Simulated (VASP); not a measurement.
# Cr (Cmcm) in VASP: relaxation of cell and atoms with PBE+D3(BJ)

Aim: the relaxation of cell and atoms of Cr with PBE+D3(BJ).

Program: VASP 6.6.1. These are calculated values, not measurements. Logs are shortened: lines on timing, memory, paths and dates and some standing lists are left out, and cuts for length are marked.

## (1) The cell of the first run

It takes space group Cmcm (No. 63, orthorhombic). The conventional cell has a = 2.294 Å, b = 4.934 Å, c = 4.064 Å, α = 90.00°, β = 90.00°, γ = 90.00°. Within 3.0 Å of Cr (site symmetry m2m) lie 12 Cr at 2.29 to 2.72 Å.

## (2) Relaxation of cell and atoms, PBE+D3(BJ)

Input file INCAR:

```
SYSTEM = Cr
PREC = Accurate
ENCUT = 600
EDIFF = 1E-7
ISMEAR = 0
SIGMA = 0.1
LREAL = .FALSE.
LASPH = .TRUE.
NELM = 100
ALGO = Normal
ISIF = 3
LWAVE = .FALSE.
LCHARG = .FALSE.
GGA = PE
IVDW = 12
IBRION = 2
NSW = 100
EDIFFG = -0.005
```

Input file KPOINTS:

```
Automatic mesh
0
G
  20 20 10
  0 0 0
```

Input file POSCAR:

```
Cr
1.0
    1.1470505050     -2.4670251200      0.0000000000
    1.1470505050      2.4670251200      0.0000000000
    0.0000000000      0.0000000000      4.0643107400
Cr
2
Direct
    0.1294674200      0.8705325800      0.7500000000
    0.8705325800      0.1294674200      0.2500000000
```

Potentials or basis: VASP PAW PBE potentials, release 64 (Cr_pv).

Started as:

```bash
> cat potpaw_PBE.64/Cr_pv/POTCAR > POTCAR
> mpirun -np 1 vasp_std > vasp.out
```

OUTCAR:

```text
SYSTEM = Cr
   PREC = Accurate
   ENCUT = 600
   EDIFF = 1E-7
   ISMEAR = 0
   LREAL = .FALSE.
   LASPH = .TRUE.
   NELM = 100
   ISIF = 3
   GGA = PE
   IVDW = 12
   IBRION = 2
   NSW = 100
   EDIFFG = -0.005
 IVDW          = 12

 ion  position               nearest neighbor table
   1  0.129  0.871  0.750-   2 2.40   2 2.40   2 2.62   2 2.62   2 2.62   2 2.62
   2  0.871  0.129  0.250-   1 2.40   1 2.40   1 2.62   1 2.62   1 2.62   1 2.62

  LATTYP: Found a base centered orthorhombic cell.
 ALAT       =     2.2941010100
 B/A-ratio  =     2.1507554456
 C/A-ratio  =     1.7716354782

  Lattice vectors:

 A1 = (   1.1470505050,  -2.4670251200,   0.0000000000)
 A2 = (   1.1470505050,   2.4670251200,   0.0000000000)
 A3 = (   0.0000000000,   0.0000000000,   4.0643107400)

Analysis of symmetry for initial positions (statically):
=====================================================================
 Subroutine PRICEL returns:
 Original cell was already a primitive cell.

 Routine SETGRP: Setting up the symmetry group for a
 base centered orthorhombic supercell.

 Subroutine GETGRP returns: Found  8 space group operations
 (whereof  4 operations were pure point group operations)
 out of a pool of  8 trial point group operations.

The static configuration has the point symmetry C_2h.
 The point group associated with its full space group is D_2h.

Analysis of symmetry for dynamics (positions and initial velocities):
=====================================================================
 Subroutine PRICEL returns:
 Original cell was already a primitive cell.

 Routine SETGRP: Setting up the symmetry group for a
 base centered orthorhombic supercell.

 Subroutine GETGRP returns: Found  8 space group operations
 (whereof  4 operations were pure point group operations)
 out of a pool of  8 trial point group operations.

The dynamic configuration has the point symmetry C_2h.
 The point group associated with its full space group is D_2h.

 Subroutine INISYM returns: Found  8 space group operations
 (whereof  4 operations are pure point group operations),
 and found     1 'primitive' translations

----------------------------------------------------------------------------------------

                                     Primitive cell

  volume of cell :      23.0024

  direct lattice vectors                    reciprocal lattice vectors
     1.147050505 -2.467025120  0.000000000     0.435900597 -0.202673250  0.000000000
     1.147050505  2.467025120  0.000000000     0.435900597  0.202673250  0.000000000
     0.000000000  0.000000000  4.064310740     0.000000000  0.000000000  0.246044179

  length of vectors
     2.720650254  2.720650254  4.064310740     0.480713820  0.480713820  0.246044179

  position of ions in fractional coordinates (direct lattice)
     0.129467420  0.870532580  0.750000000
     0.870532580  0.129467420  0.250000000

  ion indices of the primitive-cell ions
   primitive index   ion index
                 1           1
                 2           2

----------------------------------------------------------------------------------------

 KPOINTS: Automatic mesh

Automatic generation of k-mesh.
 Grid dimensions read from file:
 generate k-points for:   20   20   10

 Generating k-lattice:

  Cartesian coordinates                     Fractional coordinates (reciprocal lattice)
     0.021795030 -0.010133663  0.000000000     0.050000000 -0.000000000  0.000000000
     0.021795030  0.010133663  0.000000000    -0.000000000  0.050000000  0.000000000
     0.000000000  0.000000000  0.024604418     0.000000000  0.000000000  0.100000000

  Length of vectors
     0.024035691  0.024035691  0.024604418

  Shift w.r.t. Gamma in fractional coordinates (k-lattice)
     0.000000000  0.000000000  0.000000000

 Subroutine IBZKPT returns following result:
 ===========================================

 Found    666 irreducible k-points:

 Following reciprocal coordinates:
            Coordinates               Weight
  0.000000  0.000000  0.000000      1.000000
  0.050000  0.000000  0.000000      4.000000
  0.100000  0.000000  0.000000      4.000000
  0.150000  0.000000  0.000000      4.000000
  0.200000  0.000000  0.000000      4.000000
  0.250000  0.000000  0.000000      4.000000
[... 16 lines left out ...]
 -0.400000  0.050000  0.000000      4.000000
 -0.350000  0.050000  0.000000      4.000000
 [... further k-points ...]
   k-points           NKPTS =    666   k-points in BZ     NKDIM =    666   number of bands    NBANDS=     16
   number of dos      NEDOS =    301   number of ions     NIONS =      2
   total plane-waves  NPLWV =  18432
   dimension x,y,z NGX =    24 NGY =   24 NGZ =   32
   dimension x,y,z NGXF=    48 NGYF=   48 NGZF=   64
   ions per type =               2
   NGX,Y,Z   is equivalent  to a cutoff of  14.67, 14.67, 13.09 a.u.
   NGXF,Y,Z  is equivalent  to a cutoff of  29.33, 29.33, 26.18 a.u.
 SYSTEM =  Cr
   PREC   = accura    normal or accurate (medium, high low for compatibility)
   ISTART =      0    job   : 0-new  1-cont  2-samecut
   ICHARG =      2    charge: 1-file 2-atom 10-const
   ISPIN  =      1    spin polarized calculation?
   LNONCOLLINEAR =      F non collinear calculations
   LSORBIT =      F    spin-orbit coupling
   LASPH  =      T    aspherical Exc in radial PAW
   ENCUT  =  600.0 eV  44.10 Ry    6.64 a.u.   5.43  5.43  8.12*2*pi/ulx,y,z
   NELM   =    100;   NELMIN=  2; NELMDL= -5     # of ELM steps
   EDIFF  = 0.1E-06   stopping-criterion for ELM
   LREAL  =      F    real-space projection
   EDIFFG = -.5E-02   stopping-criterion for IOM
   NSW    =    100    number of steps for IOM
   IBRION =      2    ionic relax: 0-MD 1-quasi-New 2-CG
   NFREE  =      1    steps in history (QN), initial steepest desc. (CG)
   ISIF   =      3    stress and relaxation
   ISYM   =      2    0-nonsym 1-usesym 2-fastsym
   POTIM  = 0.5000    time-step for ionic-motion
   TEBEG  =    0.0;   TEEND  =   0.0 temperature during run
   PSTRESS=    0.0 pullay stress
   NELECT =      24.0000    total number of electrons
   NUPDOWN=      -1.0000    fix difference up-down
   EMIN   =  10.00;   EMAX   =-10.00  energy-range for DOS
   EFERMI =   0.00;   METHOD = LEGACY
   ISMEAR =     0;   SIGMA  =   0.10  broadening in eV -4-tet -1-fermi 0-gaus
   EFERMI_NEDOS =   21; number of points for ismear=-14 and -15
   IALGO  =     38    algorithm
   IMIX   =      4    mixing-type and parameters
     AMIX     =   0.40;   BMIX     =  1.00
     AMIX_MAG =   1.60;   BMIX_MAG =  1.00
  volume/ion in A,a.u.               =      11.50        77.61
  Fermi-wavevector in a.u.,A,eV,Ry     =   1.660431  3.137760 37.511698  2.757032
  Thomas-Fermi vector in A             =   2.747669
   LORBIT       =      0    0 simple, 1 ext, 2 COOP (PROOUT), +10 PAW based schemes
   GGA     = PE    functional components
   LHFCALC =     F    Hartree Fock is set to
   AEXX    =    0.0000 exact exchange contribution
   IVDW    =    12    specifies the selected vdW correction
   LEPSILON=     F    determine dielectric tensor
   LRPA    =     F    only Hartree local field effects (RPA)
 conjugate gradient relaxation of ions
 non-spin polarized calculation
 Gauss-broadening in eV      SIGMA  =   0.10
  energy-cutoff  :      600.00
  volume of cell :       23.00
 maximum number of plane-waves:       788
 NGX is ok and might be reduce to    24
   NGX = 11   NGY = 11   NGZ = 17

--------------------------------------- Ionic step        1  -------------------------------------------

 number of electron      23.9999990 magnetization

 Free energy of the ion-electron system (eV)
  ---------------------------------------------------
  ext. energy  EPLUGINS =         0.00000000
  ---------------------------------------------------
  free energy    TOTEN  =       -18.37357461 eV

  energy without entropy =      -18.35884758  energy(sigma->0) =      -18.36621110

------------------------ aborting loop because EDIFF is reached ----------------------------------------

 Edisp (eV)   -0.99432

 E8    (eV) :    -0.4420

  FORCE on cell =-STRESS in cart. coord.  units (eV):
  Direction    XX          YY          ZZ          XY          YZ          ZX
  --------------------------------------------------------------------------------------
  -------------------------------------------------------------------------------------
  Total      -0.00336    -0.42692     0.40645     0.00000    -0.00000     0.00000
  in kB      -0.23427   -29.73639    28.31049     0.00000    -0.00000     0.00000
  external pressure =       -0.55 kB  Pullay stress =        0.00 kB
[... 97 lines left out ...]
  FREE ENERGIE OF THE ION-ELECTRON SYSTEM (eV)
  ---------------------------------------------------
  free  energy   TOTEN  =       -19.3810850917 eV

  energy  without entropy=      -19.3650017741  energy(sigma->0) =      -19.37304343

[... ionic steps 4 to 7 ...]

--------------------------------------- Ionic step        8  -------------------------------------------

 number of electron      24.0000008 magnetization

------------------------ aborting loop because EDIFF is reached ----------------------------------------

 Edisp (eV)   -0.99788

 E8    (eV) :    -0.4437
[... 69 lines left out ...]
  energy  without entropy=      -19.3693474619  energy(sigma->0) =      -19.37711473

--------------------------------------- Ionic step       10  -------------------------------------------

 number of electron      24.0000008 magnetization

 Free energy of the ion-electron system (eV)
  ---------------------------------------------------
  ext. energy  EPLUGINS =         0.00000000
  ---------------------------------------------------
  free energy    TOTEN  =       -18.38940730 eV

  energy without entropy =      -18.37393700  energy(sigma->0) =      -18.38167215

 E-fermi :  11.0063     XC(G=0): -13.6797

 val. band max:       11.0058558057   @ k =   0.3000   0.1500   0.2000
 cond. band min:      11.0073656071   @ k =   0.3000   0.1000   0.1000
 fundamental gap:      0.0015098014
 Fermi energy:        11.0063466075

 k-point     1 :       0.0000    0.0000    0.0000
  band No.  band energies     occupation
      1     -32.4167      2.00000
      2     -31.8240      2.00000
      3     -31.6366      2.00000
      4     -31.5549      2.00000
      5     -31.3922      2.00000
      6     -31.3585      2.00000
[... 8 lines left out ...]
     15      12.0742      0.00000
     16      12.6371      0.00000
[... 420 lines left out ...]
  band No.  band energies     occupation
      1     -32.2844      2.00000
      2     -32.1691      2.00000
      3     -32.1326      2.00000
      4     -31.8936      2.00000
      5     -31.7192      2.00000
      6     -31.5967      2.00000
[... 8 lines left out ...]
     15      12.2602      0.00000
     16      12.7145      0.00000

 [... further k-points ...]

------------------------ aborting loop because EDIFF is reached ----------------------------------------

 Edisp (eV)   -0.99596

 E8    (eV) :    -0.4428

  FORCE on cell =-STRESS in cart. coord.  units (eV):
  Direction    XX          YY          ZZ          XY          YZ          ZX
  --------------------------------------------------------------------------------------
  -------------------------------------------------------------------------------------
  Total       0.00969    -0.00474    -0.00721     0.00000     0.00000     0.00000
  in kB       0.67588    -0.33069    -0.50295     0.00000     0.00000     0.00000
  external pressure =       -0.05 kB  Pullay stress =        0.00 kB
[... 17 lines left out ...]
  FREE ENERGIE OF THE ION-ELECTRON SYSTEM (eV)
  ---------------------------------------------------
  free  energy   TOTEN  =       -19.3853642170 eV

  energy  without entropy=      -19.3698939180  energy(sigma->0) =      -19.37762907

 reached required accuracy - stopping structural energy minimisation
```

Wall time 18 min (1 thread of AMD EPYC 9R14 (Zen 4), shared host); peak memory 0.36 GiB.

Results:

```yaml
Free_energy: -19.3854 eV
Relaxed_volume: 11.48 Å³/atom
Relaxed_cell: a = 2.666 Å, b = 2.666 Å, c = 4.180 Å, α = 90.00°, β = 90.00°, γ = 129.35°
Space_group_after_relaxing_to_0.05_Å: Cmcm (No. 63)
Energy_gained_by_relaxing: 8.7 meV/atom
Ionic_steps: 10
Pressure_after_relaxing: 0.0 GPa
Band_gap_on_the_k_mesh: zero (band 12 reaches 11.48 eV, above the bottom of band 13 at 10.50 eV)
Dispersion_energy_per_atom: -0.498 eV
```

The path:
```tsv
step	energy change (eV)	largest force (eV/Å)	pressure (GPa)	volume (Å³)
1	0.0000	0.1591	-0.06	23.00
2	-0.0083	0.1366	-0.12	22.99
3	-0.0132	0.1175	0.02	22.96
4	-0.0134	0.1088	0.12	22.95
5	-0.0158	0.0862	-0.16	22.98
6	-0.0159	0.0815	-0.21	22.99
7	-0.0174	0.0170	0.35	22.94
8	-0.0174	0.0030	0.46	22.93
9	-0.0170	0.0118	-1.22	23.08
10	-0.0175	0.0013	-0.01	22.97
```

Final structure:
```
Cr
1.0
     1.14030   -2.40948    0.00000
     1.14030    2.40948    0.00000
     0.00000    0.00000    4.17992
Cr
2
Direct
  0.13912 0.86088 0.75000
  0.86088 0.13912 0.25000
```

Levels at points of the mesh, in eV from the Fermi level:
| k point | band 8 | band 9 | band 10 | band 11 | band 12 | band 13 | band 14 | band 15 | band 16 |
| --- | --- | --- | --- | --- | --- | --- | --- | --- | --- |
| (0.00, 0.00, 0.00) | -4.31 | -2.09 | -1.84 | -0.43 | -0.22 | 0.52 | 0.97 | 1.07 | 1.63 |
| (0.50, 0.00, 0.00) | -3.83 | -3.76 | -1.31 | -0.20 | -0.13 | 0.25 | 2.13 | 2.20 | 2.39 |
| (0.50, 0.50, 0.00) | -3.51 | -2.94 | -2.19 | -1.84 | -1.39 | 0.65 | 2.29 | 2.67 | 2.72 |
| (0.00, 0.00, 0.50) | -5.62 | -1.93 | -1.93 | -1.33 | -1.33 | 0.66 | 0.66 | 0.97 | 0.97 |
| (0.50, 0.00, 0.50) | -4.14 | -2.42 | -2.42 | 0.25 | 0.25 | 1.31 | 1.31 | 2.52 | 2.52 |
| (0.50, 0.50, 0.50) | -4.34 | -2.78 | -2.78 | 0.47 | 0.47 | 1.59 | 1.59 | 2.48 | 2.48 |

Caveat: the run has no spin polarisation, though such a crystal can be magnetic; pairwise dispersion overbinds metals, which lowers pressure and volume.
